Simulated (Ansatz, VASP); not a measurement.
Mo: VASP beside Ansatz

```
Mo
1.0
     2.74447    0.00000    0.00000
    -1.37223    2.37678    0.00000
     0.00000    0.00000   23.88703
Mo
10
Cartesian
  0.0000 0.0000 0.0037
  0.0000 1.5845 2.3887
  0.0000 0.0000 4.7737
  1.3722 0.7923 7.1559
  0.0000 0.0000 9.5651
  1.3722 0.7923 11.9472
  0.0000 1.5845 14.3322
  1.3722 0.7923 16.7172
  0.0000 0.0000 19.0994
  1.3722 0.7923 21.5086
```

Alike in both runs: functional PBEsol; k mesh 18 × 18 × 2; occupations gaussian, width 0.1 eV; no spin polarisation.

Ansatz relaxed the structure, and its values are those at the end. VASP's run is a single point on that final structure, the one shown.

|  | VASP | Ansatz |
| --- | --- | --- |
| version | VASP 6.6.1 | Ansatz 0.2.0 |
| potentials or method | VASP PAW PBE potentials, release 64 (Mo_sv), cutoff 520 eV | scalar-relativistic, plane waves, PAW |
| valence electrons in the cell | 140 | 140 |

```tsv
	VASP	Ansatz	Ansatz less VASP
gap on the k mesh at the Fermi level (eV)	none	none	-
pressure (GPa)	0.5	0.0	-0.50
```

VASP's potentials were made for PBE, not for PBEsol. A gap of «none» marks a metal or a gap that the smearing closes.
